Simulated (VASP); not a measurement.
Here is a VASP 6.6.1 calculation.

Contents of INCAR:

```
PREC     = Accurate       # precision mode
ENCUT    = 520            # plane-wave cutoff, eV
EDIFF    = 1E-6           # SCF threshold, eV
ISMEAR   = 0              # smearing method
SIGMA    = 0.1            # smearing width, eV
LREAL    = False          # projectors in reciprocal space
LASPH    = True           # aspherical terms in the spheres
NELM     = 100            # most SCF steps
ALGO     = Fast           # electronic algorithm
ISIF     = 2              # what is computed and relaxed
LWAVE    = False          # write WAVECAR
LCHARG   = False          # write CHGCAR
GGA      = PE             # functional
NBANDS   = 26             # bands
```

File KPOINTS:

```
regular mesh
0
Gamma
  12 12 4
```

File POSCAR:

```
LiSc3
1.0
    3.2798063230      0.0000000000      0.0000000000
   -1.6399031615      2.8403955952      0.0000000000
    0.0000000000      0.0000000000     10.3017335873
Li Sc
1 3
Direct
    0.0000000000      0.0000000000      0.5000000000
    0.0000000000      0.0000000000      0.0000000000
    0.6666666667      0.3333333333      0.7519649240
    0.6666666667      0.3333333333      0.2480350760
```

Potentials or basis: VASP PAW PBE potentials, release 64 (Li_sv, Sc_sv).

Command:

```bash
$ cat potpaw_PBE.64/Li_sv/POTCAR potpaw_PBE.64/Sc_sv/POTCAR > POTCAR
$ mpirun -np 1 vasp_std > vasp.out
```

Question: Estimate the largest force.

Answer: 0.005 eV/Å.

Question: Estimate the band gap on the k mesh.

Answer: Zero (bands 18 and 19 overlap by 0.60 eV).

Forces in eV/Å, atoms in the order of the input:
```
Li   0.000  0.000  0.000
Sc   0.000  0.000  0.000
Sc   0.000  0.000 -0.005
Sc   0.000  0.000  0.005
```
